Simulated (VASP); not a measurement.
# As (Fd-3m) in VASP: further runs, part 2 of 2

VASP 6.6.1.

## 3. Single point, PBEsol (volume scaled by 0.92)

The input, INCAR:

```
SYSTEM = As
  PREC = Accurate
  ENCUT = 520
  EDIFF = 1E-6
  ISMEAR = -1
  SIGMA = 0.08
  LREAL = .False.
  LASPH = .True.
  NELM = 60
  ALGO = Normal
  ISIF = 2
  LWAVE = .False.
  LCHARG = .False.
  GGA = PS
  NBANDS = 12
```

The input, KPOINTS:

```
regular mesh
0
Gamma
  11 11 11
  0 0 0
```

The input, POSCAR:

```
As
1.0
    0.0000000000      2.9189910389      2.9189910389
    2.9189910389      0.0000000000      2.9189910389
    2.9189910389      2.9189910389      0.0000000000
As
2
Direct
   -0.1250000000     -0.1250000000     -0.1250000000
    0.1250000000      0.1250000000      0.1250000000
```

Potentials or basis: VASP PAW PBE potentials, release 64 (As).

Run with:

```console
> cat potpaw_PBE.64/As/POTCAR > POTCAR
> mpirun -np 1 vasp_std > vasp.out
```

OUTCAR:

```text
SYSTEM = As
   PREC = Accurate
   ENCUT = 520
   EDIFF = 1E-6
   ISMEAR = -1
   LREAL = .False.
   LASPH = .True.
   NELM = 60
   ISIF = 2
   GGA = PS

 ion  position               nearest neighbor table
   1  0.875  0.875  0.875-   2 2.53   2 2.53   2 2.53   2 2.53
   2  0.125  0.125  0.125-   1 2.53   1 2.53   1 2.53   1 2.53

  LATTYP: Found a face centered cubic cell.
 ALAT       =     5.8379820778

  Lattice vectors:

 A1 = (   0.0000000000,   2.9189910389,   2.9189910389)
 A2 = (   2.9189910389,   0.0000000000,   2.9189910389)
 A3 = (   2.9189910389,   2.9189910389,   0.0000000000)

Analysis of symmetry for initial positions (statically):
=====================================================================
 Subroutine PRICEL returns:
 Original cell was already a primitive cell.

 Routine SETGRP: Setting up the symmetry group for a
 face centered cubic supercell.

 Subroutine GETGRP returns: Found 48 space group operations
 (whereof 12 operations were pure point group operations)
 out of a pool of 48 trial point group operations.

The static configuration has the point symmetry D_3d.
 The point group associated with its full space group is O_h .

Analysis of symmetry for dynamics (positions and initial velocities):
=====================================================================
 Subroutine PRICEL returns:
 Original cell was already a primitive cell.

 Routine SETGRP: Setting up the symmetry group for a
 face centered cubic supercell.

 Subroutine GETGRP returns: Found 48 space group operations
 (whereof 12 operations were pure point group operations)
 out of a pool of 48 trial point group operations.

The dynamic configuration has the point symmetry D_3d.
 The point group associated with its full space group is O_h .

 Subroutine INISYM returns: Found 48 space group operations
 (whereof 12 operations are pure point group operations),
 and found     1 'primitive' translations

----------------------------------------------------------------------------------------

                                     Primitive cell

  volume of cell :      49.7426

  direct lattice vectors                    reciprocal lattice vectors
     0.000000000  2.918991039  2.918991039    -0.171292064  0.171292064  0.171292064
     2.918991039  0.000000000  2.918991039     0.171292064 -0.171292064  0.171292064
     2.918991039  2.918991039  0.000000000     0.171292064  0.171292064 -0.171292064

  length of vectors
     4.128076716  4.128076716  4.128076716     0.296686558  0.296686558  0.296686558

  position of ions in fractional coordinates (direct lattice)
     0.875000000  0.875000000  0.875000000
     0.125000000  0.125000000  0.125000000

  ion indices of the primitive-cell ions
   primitive index   ion index
                 1           1
                 2           2

----------------------------------------------------------------------------------------

 KPOINTS: regular mesh

Automatic generation of k-mesh.
 Grid dimensions read from file:
 generate k-points for:   11   11   11

 Generating k-lattice:

  Cartesian coordinates                     Fractional coordinates (reciprocal lattice)
[... 41 lines left out ...]
 [... further k-points ...]
   k-points           NKPTS =     56   k-points in BZ     NKDIM =     56   number of bands    NBANDS=     12
   number of dos      NEDOS =    301   number of ions     NIONS =      2
   total plane-waves  NPLWV =  32768
   dimension x,y,z NGX =    32 NGY =   32 NGZ =   32
   dimension x,y,z NGXF=    64 NGYF=   64 NGZF=   64
   ions per type =               2
   NGX,Y,Z   is equivalent  to a cutoff of  12.89, 12.89, 12.89 a.u.
   NGXF,Y,Z  is equivalent  to a cutoff of  25.77, 25.77, 25.77 a.u.
 SYSTEM =  As
   PREC   = accura    normal or accurate (medium, high low for compatibility)
   ISTART =      0    job   : 0-new  1-cont  2-samecut
   ICHARG =      2    charge: 1-file 2-atom 10-const
   ISPIN  =      1    spin polarized calculation?
   LNONCOLLINEAR =      F non collinear calculations
   LSORBIT =      F    spin-orbit coupling
   LASPH  =      T    aspherical Exc in radial PAW
   ENCUT  =  520.0 eV  38.22 Ry    6.18 a.u.   7.68  7.68  7.68*2*pi/ulx,y,z
   NELM   =     60;   NELMIN=  2; NELMDL= -5     # of ELM steps
   EDIFF  = 0.1E-05   stopping-criterion for ELM
   LREAL  =      F    real-space projection
   EDIFFG = 0.1E-04   stopping-criterion for IOM
   NSW    =      0    number of steps for IOM
   IBRION =     -1    ionic relax: 0-MD 1-quasi-New 2-CG
   NFREE  =      0    steps in history (QN), initial steepest desc. (CG)
   ISIF   =      2    stress and relaxation
   ISYM   =      2    0-nonsym 1-usesym 2-fastsym
   POTIM  = 0.5000    time-step for ionic-motion
   TEBEG  =    0.0;   TEEND  =   0.0 temperature during run
   PSTRESS=    0.0 pullay stress
   NELECT =      10.0000    total number of electrons
   NUPDOWN=      -1.0000    fix difference up-down
   EMIN   =  10.00;   EMAX   =-10.00  energy-range for DOS
   EFERMI =   0.00;   METHOD = LEGACY
   ISMEAR =    -1;   SIGMA  =   0.08  broadening in eV -4-tet -1-fermi 0-gaus
   EFERMI_NEDOS =   21; number of points for ismear=-14 and -15
   IALGO  =     38    algorithm
   IMIX   =      4    mixing-type and parameters
     AMIX     =   0.40;   BMIX     =  1.00
     AMIX_MAG =   1.60;   BMIX_MAG =  1.00
  volume/ion in A,a.u.               =      24.87       167.84
  Fermi-wavevector in a.u.,A,eV,Ry     =   0.959030  1.812303 12.513796  0.919738
  Thomas-Fermi vector in A             =   2.088190
   LORBIT       =      0    0 simple, 1 ext, 2 COOP (PROOUT), +10 PAW based schemes
   GGA     = PS    functional components
   LHFCALC =     F    Hartree Fock is set to
   AEXX    =    0.0000 exact exchange contribution
   IVDW    =     0    specifies the selected vdW correction
   LEPSILON=     F    determine dielectric tensor
   LRPA    =     F    only Hartree local field effects (RPA)
 non-spin polarized calculation
  energy-cutoff  :      520.00
  volume of cell :       49.74
 maximum number of plane-waves:      1363
   NGX = 15   NGY = 15   NGZ = 15

 number of electron      10.0000000 magnetization

 number of electron       9.9999998 magnetization

 Free energy of the ion-electron system (eV)
  ---------------------------------------------------
  ext. energy  EPLUGINS =         0.00000000
  ---------------------------------------------------
  free energy    TOTEN  =        -9.39124781 eV

  energy without entropy =       -9.37248158  energy(sigma->0) =       -9.38186469

 E-fermi :   3.9347     XC(G=0):  -9.3308

 val. band max:        3.8455314532   @ k =   0.2727   0.1818   0.0000
 cond. band min:       3.9404248939   @ k =   0.4545   0.3636   0.0909
 fundamental gap:      0.0948934406
 Fermi energy:         3.9346755759

 k-point     1 :       0.0000    0.0000    0.0000
  band No.  band energies     occupation
      1     -10.6617      2.00000
      2      -1.2174      2.00000
      3       1.6307      2.00000
      4       1.6307      2.00000
      5       1.6307      2.00000
      6       4.5451      0.00097
      7       4.5451      0.00097
      8       4.5451      0.00097
      9       8.8098      0.00000
     10      11.9437      0.00000
     11      11.9437      0.00000
     12      13.7718      0.00000
[... 331 lines left out ...]
 k-point    24 :      -0.1818    0.1818    0.0000
  band No.  band energies     occupation
      1      -9.8135      2.00000
      2      -4.2444      2.00000
      3      -0.4005      2.00000
      4       0.9980      2.00000
      5       2.8471      2.00000
      6       5.5453      0.00000
      7       5.5645      0.00000
      8       6.7726      0.00000
      9      10.2269      0.00000
     10      11.4984      0.00000
     11      11.7282      0.00000
     12      14.6012      0.00000

 [... further k-points ...]

------------------------ aborting loop because EDIFF is reached ----------------------------------------

  FORCE on cell =-STRESS in cart. coord.  units (eV):
  Direction    XX          YY          ZZ          XY          YZ          ZX
  --------------------------------------------------------------------------------------
  -------------------------------------------------------------------------------------
  Total        1.6805288      1.6805288      1.6805288     -0.0000000     -0.0000000      0.0000000
  in kB       54.1287829     54.1287829     54.1287829     -0.0000000     -0.0000000      0.0000000
  external PRESSURE =      54.1287829 kB  Pullay stress =       0.0000000 kB

 VOLUME and BASIS-vectors are now :
 -----------------------------------------------------------------------------
  energy-cutoff  :      520.00
  volume of cell :       49.74
      direct lattice vectors                 reciprocal lattice vectors
     0.000000000  2.918991039  2.918991039    -0.171292064  0.171292064  0.171292064
     2.918991039  0.000000000  2.918991039     0.171292064 -0.171292064  0.171292064
     2.918991039  2.918991039  0.000000000     0.171292064  0.171292064 -0.171292064

 POSITION                                       TOTAL-FORCE (eV/Angst)
 -----------------------------------------------------------------------------------
      5.10823      5.10823      5.10823         0.000000      0.000000      0.000000
      0.72975      0.72975      0.72975        -0.000000     -0.000000     -0.000000
 -----------------------------------------------------------------------------------
    total drift:                                0.000000      0.000000     -0.000000

  FREE ENERGIE OF THE ION-ELECTRON SYSTEM (eV)
  ---------------------------------------------------
  free  energy   TOTEN  =        -9.3912478089 eV

  energy  without entropy=       -9.3724815774  energy(sigma->0) =       -9.38186469
```

OSZICAR:

```text
N       E                     dE             d eps       ncg     rms          rms(c)
DAV:   1     0.247625586345E+02    0.24763E+02   -0.39181E+03  1344   0.670E+02
DAV:   2    -0.783664086120E+01   -0.32599E+02   -0.30890E+02  1824   0.101E+02
DAV:   3    -0.943217964238E+01   -0.15955E+01   -0.15826E+01  1716   0.229E+01
DAV:   4    -0.944154668791E+01   -0.93670E-02   -0.93655E-02  1460   0.203E+00
DAV:   5    -0.944158220334E+01   -0.35515E-04   -0.35515E-04  1676   0.135E-01    0.425E+00
DAV:   6    -0.940763984290E+01    0.33942E-01   -0.13598E-02  1468   0.574E-01    0.253E+00
DAV:   7    -0.939134091097E+01    0.16299E-01   -0.25318E-02  1500   0.804E-01    0.823E-02
DAV:   8    -0.939124585951E+01    0.95051E-04   -0.89719E-04  1448   0.160E-01    0.209E-02
DAV:   9    -0.939124706916E+01   -0.12097E-05   -0.10428E-05  1668   0.213E-02    0.913E-03
DAV:  10    -0.939124780893E+01   -0.73976E-06   -0.11298E-06   968   0.606E-03
   1 F= -.93912478E+01 E0= -.93818647E+01  d E =-.187662E-01
```

stdout:

```text
POSCAR found type information on POSCAR As
 POSCAR found :  1 types and       2 ions
 scaLAPACK will be used
 -----------------------------------------------------------------------------
|                                                                             |
|                                                                             |
|     You enforced a specific xc type in the INCAR file but a different       |
|     I HOPE YOU KNOW WHAT YOU ARE DOING!                                     |
|                                                                             |
 -----------------------------------------------------------------------------

 LDA part: xc-table for (Slater+PW92), standard interpolation
 POSCAR, INCAR and KPOINTS ok, starting setup
 FFT: planning ... GRIDC
 FFT: planning ... GRID_SOFT
 FFT: planning ... GRID
 WAVECAR not read
 entering main loop
```

Wall time 18 s (1 thread of Intel Xeon Platinum 8488C (Sapphire Rapids), shared host); peak memory 0.18 GiB.

What came out:

```yaml
Free_energy: -9.3912 eV
Pressure: 5.4 GPa
Band_gap_on_the_k_mesh: zero (band 5 reaches 4.72 eV, above the bottom of band 6 at 3.28 eV)
```

Caveat: the cell differs from its parent crystal (volume scaled by 0.92); the PAW data sets were made with another functional, which shifts forces and pressure a little.

## 4. Single point, PBEsol

This run uses another cell than the first one, of 27.03 Å³/atom, 1.190 times its volume.

The input, INCAR:

```
SYSTEM = As
ALGO = Normal
EDIFF = 1E-6
ENCUT = 520
GGA = PS
ISIF = 2
ISMEAR = -1
LASPH = .True.
LCHARG = .False.
LREAL = .False.
LWAVE = .False.
NBANDS = 12
NELM = 80
PREC = Accurate
SIGMA = 0.08
```

The input, KPOINTS:

```
k-points
0
Gamma
  11 11 11
  0 0 0
```

The input, POSCAR:

```
As
1.0
    0.0000000000      3.0012590729      3.0012590729
    3.0012590729      0.0000000000      3.0012590729
    3.0012590729      3.0012590729      0.0000000000
As
2
Direct
   -0.1250000000     -0.1250000000     -0.1250000000
    0.1250000000      0.1250000000      0.1250000000
```

Run with:

```console
> cat potpaw_PBE.64/As/POTCAR > POTCAR
> mpirun -np 1 vasp_std > vasp.out
```

Wall time 9.1 s (1 thread of Intel Xeon 6975P-C (Granite Rapids), shared host); peak memory 0.18 GiB.

It converged, with:

| Quantity | Value |
| --- | --- |
| Free energy | -9.4633 eV |
| Pressure | 0.2 GPa |
| Band gap on the k mesh | zero (band 5 reaches 3.84 eV, above the bottom of band 6 at 2.63 eV) |

Levels at points of the mesh, in eV from the Fermi level:
```csv
k point,band 3,band 4,band 5,band 6,band 7,band 8
"(0.00, 0.00, 0.00)",-2.12,-2.12,-2.12,0.68,0.68,0.68
```

Caveat: the PAW data sets were made with another functional, which shifts forces and pressure a little.

## 5. Relaxation of cell and atoms, PBEsol

This run uses another cell than the first one, of 23.75 Å³/atom, 1.046 times its volume.

The input, INCAR:

```
SYSTEM = As
PREC = Accurate
ENCUT = 600
EDIFF = 1E-7
ISMEAR = -1
SIGMA = 0.08
LREAL = .False.
LASPH = .True.
NELM = 100
ALGO = Normal
ISIF = 3
LWAVE = .False.
LCHARG = .False.
GGA = PS
IBRION = 2
NSW = 60
EDIFFG = -0.005
```

The input, KPOINTS:

```
Automatic mesh
0
Gamma
  11 11 11
  0 0 0
```

The input, POSCAR:

```
As
1.0
    0.0000000000      2.8744485395      2.8744485395
    2.8744485395      0.0000000000      2.8744485395
    2.8744485395      2.8744485395      0.0000000000
As
2
Direct
   -0.1250000000     -0.1250000000     -0.1250000000
    0.1250000000      0.1250000000      0.1250000000
```

Run with:

```console
> cat potpaw_PBE.64/As/POTCAR > POTCAR
> mpirun -np 1 vasp_std > vasp.out
```

Wall time 27 s (1 thread of Intel Xeon 6975P-C (Granite Rapids), shared host); peak memory 0.19 GiB.

Results (log left out):

| Property | Result |
| --- | --- |
| Free energy | -9.4634 eV |
| Relaxed volume | 27.15 Å³/atom |
| Relaxed cell | a = 4.251 Å, b = 4.251 Å, c = 4.251 Å, α = 60.00°, β = 60.00°, γ = 60.00° |
| Space group after relaxing (to 0.05 Å) | Fd-3m (No. 227) |
| Energy gained by relaxing | 86.1 meV/atom |
| Ionic steps | 5 |
| Pressure after relaxing | 0.0 GPa |
| Band gap on the k mesh | zero (band 5 reaches 3.79 eV, above the bottom of band 6 at 2.60 eV) |

The path:
```csv
step,energy change (eV),largest force (eV/Å),pressure (GPa),volume (Å³)
1,0.0000,0.0000,9.02,47.50
2,-0.1482,0.0000,-2.48,57.30
3,-0.1723,0.0000,0.03,54.29
4,-0.1722,0.0000,-0.10,54.43
5,-0.1723,0.0000,0.02,54.30
```

Final structure:
```
As
1.0
     0.00000    3.00558    3.00558
     3.00558    0.00000    3.00558
     3.00558    3.00558    0.00000
As
2
Direct
  0.87500 0.87500 0.87500
  0.12500 0.12500 0.12500
```

Levels at points of the mesh, in eV from the Fermi level:
| k point | band 1 | band 2 | band 3 | band 4 | band 5 | band 6 | band 7 | band 8 | band 9 |
| --- | --- | --- | --- | --- | --- | --- | --- | --- | --- |
| (0.00, 0.00, 0.00) | -13.93 | -5.68 | -2.11 | -2.11 | -2.11 | 0.68 | 0.68 | 0.68 | 4.79 |

Caveat: the PAW data sets were made with another functional, which shifts forces and pressure a little.

## 6. Overview

| task | cell | cutoff (eV) | gap on the mesh (eV) | pressure (GPa) |
| --- | --- | --- | --- | --- |
| single point | a = 4.005 Å, angles 60.0°, 2 atoms | 520 | none | 13.1 |
| single point | a = 4.128 Å, angles 60.0°, 2 atoms | 520 | none | 5.4 |
| single point | a = 4.244 Å, angles 60.0°, 2 atoms | 520 | none | 0.2 |
| relaxation of cell and atoms | relaxed from a = 4.065 Å, angles 60.0°, 2 atoms | 600 | none | 0.0 |

Alike in all rows: level PBEsol; potentials or basis VASP PAW PBE potentials, release 64 (As); no spin polarisation; k mesh 11 × 11 × 11; smearing fermi-dirac 0.08 eV.

Caveats: the PAW data sets were made with another functional, which shifts forces and pressure a little.

Absolute energies hang on the potentials; compare differences alone.
